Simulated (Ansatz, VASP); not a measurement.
**Two plane-wave programs on Os**

```
Os
1.0
     0.00000    1.94500    1.94500
     1.94500    0.00000    1.94500
     1.94500    1.94500    0.00000
Os
1
Cartesian
  0.0000 0.0000 0.0000
```

Alike in both runs: task electric field gradients; functional PBE; k mesh 14 × 14 × 14; occupations fermi-dirac, width 0.03 eV; no spin polarisation.

```csv
,VASP,Ansatz
version,VASP 6.6.1,Ansatz 0.2.0
potentials or method,"VASP PAW PBE potentials, release 64 (Os)","PAW with Ansatz's default frozen-core files, scalar-relativistic"
plane-wave cutoff (eV),520,420
valence electrons in the cell,8,16
```

VASP gave:

- pressure (GPa): -9.7

Problem. What did Ansatz give for the same quantities?

Solution. Pressure (GPa): -9.4.

VASP's potentials hold 8 valence electrons a cell and Ansatz's 16, so a difference there can come from the potentials and not from the codes.

Spin-orbit coupling is off throughout.
